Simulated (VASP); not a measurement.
# Sn2Pb (I4/mmm) in VASP: notebook

The runs below take Sn2Pb through single point, relaxation of cell and atoms, with PBE.

All numbers are computed with VASP 6.6.1; they aren't measurements. Logs are shortened: lines on timing, memory, paths and dates and some standing lists are left out, and cuts for length are marked.

## 1. The cell of the first run

The structure is tetragonal, space group I4/mmm (No. 139). The conventional cell has a = 4.015 Å, b = 4.015 Å, c = 9.849 Å, α = 90.00°, β = 90.00°, γ = 90.00°. Within 4.3 Å of Sn (site symmetry 4mm) lie 9 Sn at 3.25 to 4.01 Å and 5 Pb at 3.27 to 3.30 Å. Within 4.3 Å of Pb (site symmetry 4/mmm) lie 10 Sn at 3.27 to 3.30 Å and 4 Pb at 4.01 Å.

## 2. Single point, PBE

INCAR reads:

```
SYSTEM = Sn2Pb
ALGO = Fast
EDIFF = 1E-6
ENCUT = 520
GGA = PE
ISIF = 2
ISMEAR = 0
LASPH = .TRUE.
LCHARG = .FALSE.
LREAL = .FALSE.
LWAVE = .FALSE.
NBANDS = 28
NELM = 60
PREC = Accurate
SIGMA = 0.1
```

KPOINTS reads:

```
k-points
0
G
  6 6 6
  0 0 0
```

POSCAR reads:

```
Sn2Pb
1.0
   -2.0073522063      2.0073522063      4.9242858810
    2.0073522063     -2.0073522063      4.9242858810
    2.0073522063      2.0073522063     -4.9242858810
Sn Pb
2 1
Direct
    0.6650000000      0.6650000000      0.0000000000
    0.3350000000      0.3350000000      0.0000000000
    0.0000000000      0.0000000000      0.0000000000
```

Potentials or basis: VASP PAW PBE potentials, release 64 (Sn_d, Pb_d).

Run with:

```
cat potpaw_PBE.64/Sn_d/POTCAR potpaw_PBE.64/Pb_d/POTCAR > POTCAR
mpirun -np 1 vasp_std > vasp.out
```

OUTCAR:

```text
SYSTEM = Sn2Pb
   EDIFF = 1E-6
   ENCUT = 520
   GGA = PE
   ISIF = 2
   ISMEAR = 0
   LASPH = .TRUE.
   LREAL = .FALSE.
   NELM = 60
   PREC = Accurate

 ion  position               nearest neighbor table
   1  0.665  0.665  0.000-   2 3.25   3 3.27   3 3.27   3 3.27   3 3.27   2 3.30   2 3.30   2 3.30
                             2 3.30   3 3.30
   2  0.335  0.335  0.000-   1 3.25   3 3.27   3 3.27   3 3.27   3 3.27   1 3.30   1 3.30   1 3.30
                             1 3.30   3 3.30
   3  0.000  0.000  0.000-   1 3.27   1 3.27   1 3.27   2 3.27   1 3.27   2 3.27   2 3.27   2 3.27
                             1 3.30   2 3.30

  LATTYP: Found a body centered tetragonal cell.
 ALAT       =     4.0147044126
 C/A-ratio  =     2.4531250000

  Lattice vectors:

 A1 = (  -2.0073522063,   2.0073522063,   4.9242858810)
 A2 = (   2.0073522063,  -2.0073522063,   4.9242858810)
 A3 = (   2.0073522063,   2.0073522063,  -4.9242858810)

Analysis of symmetry for initial positions (statically):
=====================================================================
 Subroutine PRICEL returns:
 Original cell was already a primitive cell.

 Routine SETGRP: Setting up the symmetry group for a
 body centered tetragonal supercell.

 Subroutine GETGRP returns: Found 16 space group operations
 (whereof 16 operations were pure point group operations)
 out of a pool of 16 trial point group operations.

The static configuration has the point symmetry D_4h.

Analysis of symmetry for dynamics (positions and initial velocities):
=====================================================================
 Subroutine PRICEL returns:
 Original cell was already a primitive cell.

 Routine SETGRP: Setting up the symmetry group for a
 body centered tetragonal supercell.

 Subroutine GETGRP returns: Found 16 space group operations
 (whereof 16 operations were pure point group operations)
 out of a pool of 16 trial point group operations.

The dynamic configuration has the point symmetry D_4h.

 Subroutine INISYM returns: Found 16 space group operations
 (whereof 16 operations are pure point group operations),
 and found     1 'primitive' translations

----------------------------------------------------------------------------------------

                                     Primitive cell

  volume of cell :      79.3689

  direct lattice vectors                    reciprocal lattice vectors
    -2.007352206  2.007352206  4.924285881     0.000000000  0.249084340  0.101537565
     2.007352206 -2.007352206  4.924285881     0.249084340  0.000000000  0.101537565
     2.007352206  2.007352206 -4.924285881     0.249084340  0.249084340  0.000000000

  length of vectors
     5.683970197  5.683970197  5.683970197     0.268984917  0.268984917  0.352258452

  position of ions in fractional coordinates (direct lattice)
     0.665000000  0.665000000  0.000000000
     0.335000000  0.335000000  0.000000000
     0.000000000  0.000000000  0.000000000

  ion indices of the primitive-cell ions
   primitive index   ion index
                 1           1
                 2           2
                 3           3

----------------------------------------------------------------------------------------

 KPOINTS: k-points

Automatic generation of k-mesh.
 Grid dimensions read from file:
 generate k-points for:    6    6    6

 Generating k-lattice:

  Cartesian coordinates                     Fractional coordinates (reciprocal lattice)
     0.000000000  0.041514057  0.016922928     0.166666667  0.000000000 -0.000000000
     0.041514057  0.000000000  0.016922928     0.000000000  0.166666667 -0.000000000
     0.041514057  0.041514057  0.000000000     0.000000000  0.000000000  0.166666667

  Length of vectors
     0.044830820  0.044830820  0.058709742

  Shift w.r.t. Gamma in fractional coordinates (k-lattice)
     0.000000000  0.000000000  0.000000000

 Subroutine IBZKPT returns following result:
 ===========================================

 Found     30 irreducible k-points:

 Following reciprocal coordinates:
            Coordinates               Weight
  0.000000  0.000000  0.000000      1.000000
  0.166667  0.000000 -0.000000      8.000000
  0.333333  0.000000  0.000000      8.000000
  0.500000  0.000000  0.000000      4.000000
  0.166667  0.166667 -0.000000      8.000000
  0.333333  0.166667 -0.000000     16.000000
[... 16 lines left out ...]
 -0.333333 -0.333333  0.166667      8.000000
 -0.166667 -0.333333  0.166667      8.000000
 [... further k-points ...]
   k-points           NKPTS =     30   k-points in BZ     NKDIM =     30   number of bands    NBANDS=     28
   number of dos      NEDOS =    301   number of ions     NIONS =      3
   total plane-waves  NPLWV =  74088
   dimension x,y,z NGX =    42 NGY =   42 NGZ =   42
   dimension x,y,z NGXF=    84 NGYF=   84 NGZF=   84
   ions per type =               2   1
   NGX,Y,Z   is equivalent  to a cutoff of  12.28, 12.28, 12.28 a.u.
   NGXF,Y,Z  is equivalent  to a cutoff of  24.57, 24.57, 24.57 a.u.
 SYSTEM =  Sn2Pb
   PREC   = accura    normal or accurate (medium, high low for compatibility)
   ISTART =      0    job   : 0-new  1-cont  2-samecut
   ICHARG =      2    charge: 1-file 2-atom 10-const
   ISPIN  =      1    spin polarized calculation?
   LNONCOLLINEAR =      F non collinear calculations
   LSORBIT =      F    spin-orbit coupling
   LASPH  =      T    aspherical Exc in radial PAW
   ENCUT  =  520.0 eV  38.22 Ry    6.18 a.u.  10.57 10.57 10.57*2*pi/ulx,y,z
   NELM   =     60;   NELMIN=  2; NELMDL= -5     # of ELM steps
   EDIFF  = 0.1E-05   stopping-criterion for ELM
   LREAL  =      F    real-space projection
   EDIFFG = 0.1E-04   stopping-criterion for IOM
   NSW    =      0    number of steps for IOM
   IBRION =     -1    ionic relax: 0-MD 1-quasi-New 2-CG
   NFREE  =      0    steps in history (QN), initial steepest desc. (CG)
   ISIF   =      2    stress and relaxation
   ISYM   =      2    0-nonsym 1-usesym 2-fastsym
   POTIM  = 0.5000    time-step for ionic-motion
   TEBEG  =    0.0;   TEEND  =   0.0 temperature during run
   PSTRESS=    0.0 pullay stress
   NELECT =      42.0000    total number of electrons
   NUPDOWN=      -1.0000    fix difference up-down
   EMIN   =  10.00;   EMAX   =-10.00  energy-range for DOS
   EFERMI =   0.00;   METHOD = LEGACY
   ISMEAR =     0;   SIGMA  =   0.10  broadening in eV -4-tet -1-fermi 0-gaus
   EFERMI_NEDOS =   21; number of points for ismear=-14 and -15
   IALGO  =     68    algorithm
   IMIX   =      4    mixing-type and parameters
     AMIX     =   0.40;   BMIX     =  1.00
     AMIX_MAG =   1.60;   BMIX_MAG =  1.00
  volume/ion in A,a.u.               =      26.46       178.54
  Fermi-wavevector in a.u.,A,eV,Ry     =   1.324162  2.502303 23.856524  1.753405
  Thomas-Fermi vector in A             =   2.453717
   LORBIT       =      0    0 simple, 1 ext, 2 COOP (PROOUT), +10 PAW based schemes
   GGA     = PE    functional components
   LHFCALC =     F    Hartree Fock is set to
   AEXX    =    0.0000 exact exchange contribution
   IVDW    =     0    specifies the selected vdW correction
   LEPSILON=     F    determine dielectric tensor
   LRPA    =     F    only Hartree local field effects (RPA)
 non-spin polarized calculation
 RMM-DIIS sequential band-by-band and
 Gauss-broadening in eV      SIGMA  =   0.10
  energy-cutoff  :      520.00
  volume of cell :       79.37
 maximum number of plane-waves:      2170
   NGX = 21   NGY = 21   NGZ = 21

 number of electron      41.9999999 magnetization

 Free energy of the ion-electron system (eV)
  ---------------------------------------------------
  ext. energy  EPLUGINS =         0.00000000
  ---------------------------------------------------
  free energy    TOTEN  =       -10.89544338 eV

  energy without entropy =      -10.88561862  energy(sigma->0) =      -10.89053100

 E-fermi :   8.8024     XC(G=0): -10.6048

 val. band max:        8.7744422429   @ k =   0.1667   0.1667   0.1667
 cond. band min:       8.8199806083   @ k =   0.0000   0.0000   0.0000
 fundamental gap:      0.0455383654
 Fermi energy:         8.8023820547

 k-point     1 :       0.0000    0.0000    0.0000
  band No.  band energies     occupation
      1     -12.9839      2.00000
      2     -12.9680      2.00000
      3     -12.9616      2.00000
      4     -12.9459      2.00000
      5     -12.9459      2.00000
      6     -12.9240      2.00000
[... 20 lines left out ...]
     27      15.6749      0.00000
     28      15.6755      0.00000

 k-point     2 :       0.1667    0.0000   -0.0000
  band No.  band energies     occupation
      1     -12.9901      2.00000
      2     -12.9751      2.00000
      3     -12.9649      2.00000
      4     -12.9562      2.00000
      5     -12.9448      2.00000
      6     -12.9118      2.00000
[... 20 lines left out ...]
     27      14.2287      0.00000
     28      14.9797      0.00000

 k-point     3 :       0.3333    0.0000    0.0000
  band No.  band energies     occupation
      1     -13.0006      2.00000
      2     -12.9918      2.00000
      3     -12.9760      2.00000
      4     -12.9707      2.00000
      5     -12.9305      2.00000
      6     -12.9089      2.00000
[... 20 lines left out ...]
     27      14.0361      0.00000
     28      16.7546      0.00000

 k-point     4 :       0.5000    0.0000    0.0000
  band No.  band energies     occupation
      1     -13.0053      2.00000
      2     -12.9980      2.00000
      3     -12.9858      2.00000
      4     -12.9764      2.00000
      5     -12.9223      2.00000
      6     -12.8985      2.00000
[... 578 lines left out ...]
     27      13.2561      0.00000
     28      16.0933      0.00000

 k-point    23 :      -0.3333   -0.3333    0.1667
  band No.  band energies     occupation
      1     -13.0114      2.00000
      2     -12.9919      2.00000
      3     -12.9837      2.00000
      4     -12.9696      2.00000
      5     -12.9477      2.00000
      6     -12.8937      2.00000
[... 20 lines left out ...]
     27      14.0295      0.00000
     28      14.3001      0.00000

 k-point    24 :      -0.1667   -0.3333    0.1667
  band No.  band energies     occupation
      1     -13.0030      2.00000
      2     -12.9877      2.00000
      3     -12.9718      2.00000
      4     -12.9713      2.00000
      5     -12.9539      2.00000
      6     -12.9024      2.00000
[... 20 lines left out ...]
     27      14.2103      0.00000
     28      15.1681      0.00000

 [... further k-points ...]

------------------------ aborting loop because EDIFF is reached ----------------------------------------

  FORCE on cell =-STRESS in cart. coord.  units (eV):
  Direction    XX          YY          ZZ          XY          YZ          ZX
  --------------------------------------------------------------------------------------
  -------------------------------------------------------------------------------------
  Total        2.7283151      2.7283151      3.4259306      0.0000000      0.0000000      0.0000000
  in kB       55.0750252     55.0750252     69.1574118      0.0000000      0.0000000      0.0000000
  external PRESSURE =      59.7691541 kB  Pullay stress =       0.0000000 kB

 VOLUME and BASIS-vectors are now :
 -----------------------------------------------------------------------------
  energy-cutoff  :      520.00
  volume of cell :       79.37
      direct lattice vectors                 reciprocal lattice vectors
    -2.007352206  2.007352206  4.924285881     0.000000000  0.249084340  0.101537565
     2.007352206 -2.007352206  4.924285881     0.249084340  0.000000000  0.101537565
     2.007352206  2.007352206 -4.924285881     0.249084340  0.249084340  0.000000000

 POSITION                                       TOTAL-FORCE (eV/Angst)
 -----------------------------------------------------------------------------------
      0.00000      0.00000      6.54930        -0.000000     -0.000000      0.296649
      0.00000      0.00000      3.29927        -0.000000     -0.000000     -0.296649
      0.00000      0.00000      0.00000         0.000000      0.000000     -0.000000
 -----------------------------------------------------------------------------------
    total drift:                               -0.000000     -0.000000      0.000000

  FREE ENERGIE OF THE ION-ELECTRON SYSTEM (eV)
  ---------------------------------------------------
  free  energy   TOTEN  =       -10.8954433796 eV

  energy  without entropy=      -10.8856186172  energy(sigma->0) =      -10.89053100
```

Wall time 2.4 min (1 thread of Intel Xeon Platinum 8559C (Emerald Rapids), shared host); peak memory 0.28 GiB.

Results:

| Item | Value |
| --- | --- |
| Free energy | -10.8954 eV |
| Pressure | 6.0 GPa |
| Largest force | 0.297 eV/Å |
| Band gap on the k mesh | zero (bands 21 and 22 overlap by 4.54 eV) |

Forces on the atoms (eV/Å):
```
Sn   0.000  0.000  0.297
Sn   0.000  0.000 -0.297
Pb   0.000  0.000  0.000
```

Levels at points of the mesh, in eV from the Fermi level:
| k point | band 17 | band 18 | band 19 | band 20 | band 21 | band 22 | band 23 | band 24 | band 25 | band 26 |
| --- | --- | --- | --- | --- | --- | --- | --- | --- | --- | --- |
| (0.00, 0.00, 0.00) | -5.95 | -5.24 | -1.52 | -1.04 | -0.09 | -0.09 | 0.02 | 0.02 | 4.00 | 4.54 |
| (0.50, 0.00, 0.00) | -8.83 | -6.38 | -4.62 | 0.58 | 0.94 | 1.29 | 1.32 | 2.80 | 2.99 | 3.01 |
| (0.50, 0.50, 0.00) | -6.79 | -6.19 | -5.17 | -3.41 | -3.20 | -0.64 | -0.45 | 1.72 | 1.78 | 5.88 |
| (0.50, 0.50, 0.50) | -9.90 | -4.13 | -1.91 | -1.91 | 2.34 | 2.98 | 3.01 | 3.66 | 4.64 | 4.64 |

Caveat: the cell stands under pressure; spin-orbit coupling is left out, which moves the levels of the heavy elements.

(Continued in part 2 of 2.)
